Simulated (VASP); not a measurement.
# Zn (Fd-3m) in VASP: a series of runs

Zn is run at these levels: r2SCAN, r2SCAN0; tasks: single point.

All numbers are computed with VASP 6.6.1; they aren't measurements. Logs are shortened: lines on timing, memory, paths and dates and some standing lists are left out, and cuts for length are marked.

## Step 1: The cell of the first run

Symmetry: Fd-3m, No. 227, cubic system. The conventional cell has a = 5.687 Å, b = 5.687 Å, c = 5.687 Å, α = 90.00°, β = 90.00°, γ = 90.00°. Within 3.3 Å of Zn (site symmetry -43m) lie 4 Zn at 2.46 Å.

This isn't the form of Zn at room conditions, which is hcp.

## Step 2: Single point, r2SCAN

POSCAR

```
Zn
1.0
    0.0000000000      2.8433823234      2.8433823234
    2.8433823234      0.0000000000      2.8433823234
    2.8433823234      2.8433823234      0.0000000000
Zn
2
Direct
    0.1250000000      0.1250000000      0.1250000000
    0.8750000000      0.8750000000      0.8750000000
```

INCAR.step1

```
SYSTEM = Zn
PREC = Accurate
ENCUT = 520
ISMEAR = -1
SIGMA = 0.1
LREAL = .FALSE.
LASPH = .TRUE.
NELM = 60
NBANDS = 19
GGA = PE
ALGO = Normal
EDIFF = 1E-4
LWAVE = .TRUE.
LCHARG = .FALSE.
```

INCAR.step2

```
SYSTEM = Zn
PREC = Accurate
ENCUT = 520
EDIFF = 1E-7
ISMEAR = -1
SIGMA = 0.1
LREAL = .FALSE.
LASPH = .TRUE.
NELM = 60
ALGO = Normal
ISIF = 2
LWAVE = .FALSE.
LCHARG = .FALSE.
METAGGA = R2SCAN
LMIXTAU = .TRUE.
NBANDS = 19
ISTART = 1
```

KPOINTS

```
Automatic mesh
0
G
  5 5 5
  0 0 0
```

Potentials or basis: VASP PAW PBE potentials, release 64 (Zn).

Launch:

```console
cat potpaw_PBE.64/Zn/POTCAR > POTCAR
cp INCAR.step1 INCAR
mpirun -np 1 vasp_std > vasp.out
cp INCAR.step2 INCAR
mpirun -np 1 vasp_std > vasp.out
```

OUTCAR:

```text
SYSTEM = Zn
   PREC = Accurate
   ENCUT = 520
   EDIFF = 1E-7
   ISMEAR = -1
   LREAL = .FALSE.
   LASPH = .TRUE.
   NELM = 60
   ISIF = 2
   METAGGA = R2SCAN
   ISTART = 1

 ion  position               nearest neighbor table
   1  0.125  0.125  0.125-   2 2.46   2 2.46   2 2.46   2 2.46
   2  0.875  0.875  0.875-   1 2.46   1 2.46   1 2.46   1 2.46

  LATTYP: Found a face centered cubic cell.
 ALAT       =     5.6867646468

  Lattice vectors:

 A1 = (   0.0000000000,   2.8433823234,   2.8433823234)
 A2 = (   2.8433823234,   0.0000000000,   2.8433823234)
 A3 = (   2.8433823234,   2.8433823234,   0.0000000000)

Analysis of symmetry for initial positions (statically):
=====================================================================
 Subroutine PRICEL returns:
 Original cell was already a primitive cell.

 Routine SETGRP: Setting up the symmetry group for a
 face centered cubic supercell.

 Subroutine GETGRP returns: Found 48 space group operations
 (whereof 12 operations were pure point group operations)
 out of a pool of 48 trial point group operations.

The static configuration has the point symmetry D_3d.
 The point group associated with its full space group is O_h .

Analysis of symmetry for dynamics (positions and initial velocities):
=====================================================================
 Subroutine PRICEL returns:
 Original cell was already a primitive cell.

 Routine SETGRP: Setting up the symmetry group for a
 face centered cubic supercell.

 Subroutine GETGRP returns: Found 48 space group operations
 (whereof 12 operations were pure point group operations)
 out of a pool of 48 trial point group operations.

The dynamic configuration has the point symmetry D_3d.
 The point group associated with its full space group is O_h .

 Subroutine INISYM returns: Found 48 space group operations
 (whereof 12 operations are pure point group operations),
 and found     1 'primitive' translations

----------------------------------------------------------------------------------------

                                     Primitive cell

  volume of cell :      45.9765

  direct lattice vectors                    reciprocal lattice vectors
     0.000000000  2.843382323  2.843382323    -0.175846912  0.175846912  0.175846912
     2.843382323  0.000000000  2.843382323     0.175846912 -0.175846912  0.175846912
     2.843382323  2.843382323  0.000000000     0.175846912  0.175846912 -0.175846912

  length of vectors
     4.021149845  4.021149845  4.021149845     0.304575785  0.304575785  0.304575785

  position of ions in fractional coordinates (direct lattice)
     0.125000000  0.125000000  0.125000000
     0.875000000  0.875000000  0.875000000

  ion indices of the primitive-cell ions
   primitive index   ion index
                 1           1
                 2           2

----------------------------------------------------------------------------------------

 KPOINTS: Automatic mesh

Automatic generation of k-mesh.
 Grid dimensions read from file:
 generate k-points for:    5    5    5

 Generating k-lattice:

  Cartesian coordinates                     Fractional coordinates (reciprocal lattice)
    -0.035169382  0.035169382  0.035169382     0.200000000  0.000000000  0.000000000
     0.035169382 -0.035169382  0.035169382     0.000000000  0.200000000  0.000000000
     0.035169382  0.035169382 -0.035169382     0.000000000  0.000000000  0.200000000

  Length of vectors
     0.060915157  0.060915157  0.060915157

  Shift w.r.t. Gamma in fractional coordinates (k-lattice)
     0.000000000  0.000000000  0.000000000

 Subroutine IBZKPT returns following result:
 ===========================================

 Found     10 irreducible k-points:

 Following reciprocal coordinates:
            Coordinates               Weight
  0.000000  0.000000  0.000000      1.000000
  0.200000  0.000000  0.000000      8.000000
  0.400000  0.000000  0.000000      8.000000
  0.200000  0.200000  0.000000      6.000000
  0.400000  0.200000  0.000000     24.000000
 -0.400000  0.200000  0.000000     24.000000
 -0.200000  0.200000  0.000000     12.000000
  0.400000  0.400000  0.000000      6.000000
 -0.400000  0.400000  0.000000     12.000000
 -0.400000  0.400000  0.200000     24.000000
   k-points           NKPTS =     10   k-points in BZ     NKDIM =     10   number of bands    NBANDS=     19
   number of dos      NEDOS =    301   number of ions     NIONS =      2
   total plane-waves  NPLWV =  27000
   dimension x,y,z NGX =    30 NGY =   30 NGZ =   30
   dimension x,y,z NGXF=    60 NGYF=   60 NGZF=   60
   ions per type =               2
   NGX,Y,Z   is equivalent  to a cutoff of  12.40, 12.40, 12.40 a.u.
   NGXF,Y,Z  is equivalent  to a cutoff of  24.81, 24.81, 24.81 a.u.
 SYSTEM =  Zn
   PREC   = accura    normal or accurate (medium, high low for compatibility)
   ISTART =      1    job   : 0-new  1-cont  2-samecut
   ICHARG =      0    charge: 1-file 2-atom 10-const
   ISPIN  =      1    spin polarized calculation?
   LNONCOLLINEAR =      F non collinear calculations
   LSORBIT =      F    spin-orbit coupling
   LASPH  =      T    aspherical Exc in radial PAW
   ENCUT  =  520.0 eV  38.22 Ry    6.18 a.u.   7.48  7.48  7.48*2*pi/ulx,y,z
   NELM   =     60;   NELMIN=  2; NELMDL=  0     # of ELM steps
   EDIFF  = 0.1E-06   stopping-criterion for ELM
   LREAL  =      F    real-space projection
   EDIFFG = 0.1E-05   stopping-criterion for IOM
   NSW    =      0    number of steps for IOM
   IBRION =     -1    ionic relax: 0-MD 1-quasi-New 2-CG
   NFREE  =      0    steps in history (QN), initial steepest desc. (CG)
   ISIF   =      2    stress and relaxation
   ISYM   =      2    0-nonsym 1-usesym 2-fastsym
   POTIM  = 0.5000    time-step for ionic-motion
   TEBEG  =    0.0;   TEEND  =   0.0 temperature during run
   PSTRESS=    0.0 pullay stress
   NELECT =      24.0000    total number of electrons
   NUPDOWN=      -1.0000    fix difference up-down
   EMIN   =  10.00;   EMAX   =-10.00  energy-range for DOS
   EFERMI =   0.00;   METHOD = LEGACY
   ISMEAR =    -1;   SIGMA  =   0.10  broadening in eV -4-tet -1-fermi 0-gaus
   EFERMI_NEDOS =   21; number of points for ismear=-14 and -15
   IALGO  =     38    algorithm
   IMIX   =      4    mixing-type and parameters
     AMIX     =   0.40;   BMIX     =  1.00
     AMIX_MAG =   1.60;   BMIX_MAG =  1.00
  volume/ion in A,a.u.               =      22.99       155.13
  Fermi-wavevector in a.u.,A,eV,Ry     =   1.318156  2.490953 23.640585  1.737534
  Thomas-Fermi vector in A             =   2.448145
   LORBIT       =      0    0 simple, 1 ext, 2 COOP (PROOUT), +10 PAW based schemes
   METAGGA = R2SCAN    functional components
   LHFCALC =     F    Hartree Fock is set to
   AEXX    =    0.0000 exact exchange contribution
   IVDW    =     0    specifies the selected vdW correction
   LEPSILON=     F    determine dielectric tensor
   LRPA    =     F    only Hartree local field effects (RPA)
 non-spin polarized calculation
  energy-cutoff  :      520.00
  volume of cell :       45.98
 maximum number of plane-waves:      1251
 NGX is ok and might be reduce to    30
   NGX = 15   NGY = 15   NGZ = 15

 number of electron      23.9999987 magnetization

 Free energy of the ion-electron system (eV)
  ---------------------------------------------------
  ext. energy  EPLUGINS =         0.00000000
  ---------------------------------------------------
  free energy    TOTEN  =       -16.69283453 eV

  energy without entropy =      -16.66125847  energy(sigma->0) =      -16.67704650

 E-fermi :   0.2768     XC(G=0):  -9.9725

 val. band max:        0.2136437317   @ k =  -0.4000   0.4000   0.2000
 cond. band min:       0.6901925909   @ k =  -0.2000   0.2000   0.0000
 fundamental gap:      0.4765488592
 Fermi energy:         0.2767697457

 k-point     1 :       0.0000    0.0000    0.0000
  band No.  band energies     occupation
      1      -7.7691      2.00000
      2      -7.5754      2.00000
      3      -7.5754      2.00000
      4      -7.5754      2.00000
      5      -7.5286      2.00000
      6      -7.5286      2.00000
[... 11 lines left out ...]
     18       8.8541      0.00000
     19      10.5150      0.00000

 k-point     2 :       0.2000    0.0000    0.0000
  band No.  band energies     occupation
      1      -7.6275      2.00000
      2      -7.6275      2.00000
      3      -7.5759      2.00000
      4      -7.4371      2.00000
      5      -7.4371      2.00000
      6      -7.3850      2.00000
[... 11 lines left out ...]
     18      11.1181      0.00000
     19      11.8910      0.00000

 k-point     3 :       0.4000    0.0000    0.0000
  band No.  band energies     occupation
      1      -7.6150      2.00000
      2      -7.6150      2.00000
      3      -7.5504      2.00000
      4      -7.4176      2.00000
      5      -7.4176      2.00000
      6      -7.2724      2.00000
[... 11 lines left out ...]
     18      10.2450      0.00000
     19      14.5650      0.00000

 k-point     4 :       0.2000    0.2000    0.0000
  band No.  band energies     occupation
      1      -7.6821      2.00000
      2      -7.5831      2.00000
      3      -7.5830      2.00000
      4      -7.4368      2.00000
      5      -7.3476      2.00000
      6      -7.3067      2.00000
[... 11 lines left out ...]
     18      10.9804      0.00000
     19      12.8853      0.00000

 k-point     5 :       0.4000    0.2000    0.0000
  band No.  band energies     occupation
      1      -7.6937      2.00000
      2      -7.5975      2.00000
      3      -7.5720      2.00000
      4      -7.3547      2.00000
      5      -7.3012      2.00000
      6      -7.2631      2.00000
[... 11 lines left out ...]
     18      11.1632      0.00000
     19      13.9789      0.00000

 k-point     6 :      -0.4000    0.2000    0.0000
  band No.  band energies     occupation
      1      -7.6854      2.00000
      2      -7.6391      2.00000
      3      -7.5062      2.00000
      4      -7.3603      2.00000
      5      -7.2908      2.00000
      6      -7.2790      2.00000
[... 11 lines left out ...]
     18      12.7586      0.00000
     19      13.4817      0.00000

 k-point     7 :      -0.2000    0.2000    0.0000
  band No.  band energies     occupation
      1      -7.6740      2.00000
      2      -7.6337      2.00000
      3      -7.5267      2.00000
      4      -7.4335      2.00000
      5      -7.3139      2.00000
      6      -7.2463      2.00000
[... 11 lines left out ...]
     18      10.2047      0.00000
     19      11.2718      0.00000

 k-point     8 :       0.4000    0.4000    0.0000
  band No.  band energies     occupation
      1      -7.6683      2.00000
      2      -7.5991      2.00000
      3      -7.5991      2.00000
      4      -7.4659      2.00000
      5      -7.2051      2.00000
      6      -7.1210      2.00000
[... 11 lines left out ...]
     18      14.9028      0.00000
     19      16.7937      0.00000

 k-point     9 :      -0.4000    0.4000    0.0000
  band No.  band energies     occupation
      1      -7.7044      2.00000
      2      -7.6171      2.00000
      3      -7.5581      2.00000
      4      -7.4166      2.00000
      5      -7.1430      2.00000
      6      -7.1104      2.00000
[... 11 lines left out ...]
     18      14.2000      0.00000
     19      14.7818      0.00000

 k-point    10 :      -0.4000    0.4000    0.2000
  band No.  band energies     occupation
      1      -7.6910      2.00000
      2      -7.6876      2.00000
      3      -7.4726      2.00000
      4      -7.3447      2.00000
      5      -7.2772      2.00000
      6      -7.1485      2.00000
[... 11 lines left out ...]
     18      13.1946      0.00000
     19      14.9450      0.00000

------------------------ aborting loop because EDIFF is reached ----------------------------------------

  FORCE on cell =-STRESS in cart. coord.  units (eV):
  Direction    XX          YY          ZZ          XY          YZ          ZX
  --------------------------------------------------------------------------------------
  -------------------------------------------------------------------------------------
  Total       -0.0278586     -0.0278586     -0.0278586     -0.0000000      0.0000000      0.0000000
  in kB       -0.9708106     -0.9708106     -0.9708106     -0.0000000      0.0000000      0.0000000
  external PRESSURE =      -0.9708106 kB  Pullay stress =       0.0000000 kB

 VOLUME and BASIS-vectors are now :
 -----------------------------------------------------------------------------
  energy-cutoff  :      520.00
  volume of cell :       45.98
      direct lattice vectors                 reciprocal lattice vectors
     0.000000000  2.843382323  2.843382323    -0.175846912  0.175846912  0.175846912
     2.843382323  0.000000000  2.843382323     0.175846912 -0.175846912  0.175846912
     2.843382323  2.843382323  0.000000000     0.175846912  0.175846912 -0.175846912

 POSITION                                       TOTAL-FORCE (eV/Angst)
 -----------------------------------------------------------------------------------
      0.71085      0.71085      0.71085         0.000000      0.000000     -0.000000
      4.97592      4.97592      4.97592        -0.000000     -0.000000      0.000000
 -----------------------------------------------------------------------------------
    total drift:                               -0.000000      0.000000      0.000000

  FREE ENERGIE OF THE ION-ELECTRON SYSTEM (eV)
  ---------------------------------------------------
  free  energy   TOTEN  =       -16.6928345343 eV

  energy  without entropy=      -16.6612584714  energy(sigma->0) =      -16.67704650
```

It took 20 s on 1 thread of Intel Xeon 6975P-C (Granite Rapids), shared host; peak memory 0.16 GiB.

Results:

```
Free energy            : -16.6928 eV
Pressure               : -0.1 GPa
Band gap on the k mesh : zero (bands 12 and 13 overlap by 6.11 eV)
```

Levels at points of the mesh, in eV from the Fermi level:
```csv
k point,band 8,band 9,band 10,band 11,band 12,band 13,band 14,band 15,band 16,band 17
"(0.00, 0.00, 0.00)",-7.17,-7.17,-6.93,-6.93,5.85,5.85,5.85,7.38,7.38,7.38
```

Caveat: the k points lie up to 0.38 Å⁻¹ apart, too coarse for converged energies and pressures of a metal; the PAW data sets were made with another functional, which shifts forces and pressure a little.

## Step 3: Single point, r2SCAN0

POSCAR is that of step 2.

INCAR.step1

```
ALGO = Normal ; EDIFF = 1E-5
ENCUT = 520 ; GGA = PE
ISIF = 2 ; ISMEAR = -1
LASPH = T ; LCHARG = F
LREAL = F ; LWAVE = T
NBANDS = 19 ; NELM = 100
PREC = Accurate ; SIGMA = 0.1
```

INCAR.step2

```
AEXX = 0.25 ; ALGO = Normal
EDIFF = 1E-6 ; ENCUT = 520
ISIF = 2 ; ISMEAR = -1
ISTART = 1 ; LASPH = T
LCHARG = F ; LHFCALC = T
LMIXTAU = T ; LREAL = F
LWAVE = F ; METAGGA = R2SCAN
NBANDS = 19 ; NELM = 100
PREC = Accurate ; PRECFOCK = Normal
SIGMA = 0.1
```

KPOINTS

```
k-points
0
Gamma
  5 5 5
```

Potentials or basis: VASP PAW PBE potentials, release 64 (Zn).

Launch:

```console
cat potpaw_PBE.64/Zn/POTCAR > POTCAR
cp INCAR.step1 INCAR
mpirun -np 1 vasp_std > vasp.out
cp INCAR.step2 INCAR
mpirun -np 1 vasp_std > vasp.out
```

Wall time 13 min (1 thread of Intel Xeon 6975P-C (Granite Rapids), shared host); peak memory 0.18 GiB.

It converged, with:

```
Free energy            : -13.3108 eV
Pressure               : 1.0 GPa
Band gap on the k mesh : zero (bands 12 and 13 overlap by 7.41 eV)
```

Levels at points of the mesh, in eV from the Fermi level:
| k point | band 9 | band 10 | band 11 | band 12 | band 13 | band 14 | band 15 | band 16 |
| --- | --- | --- | --- | --- | --- | --- | --- | --- |
| (0.00, 0.00, 0.00) | -9.42 | -9.42 | -9.37 | 6.94 | 6.94 | 6.94 | 8.42 | 8.42 |

Caveat: the k points lie up to 0.38 Å⁻¹ apart, too coarse for converged energies and pressures of a metal; the PAW data sets were made with another functional, which shifts forces and pressure a little.
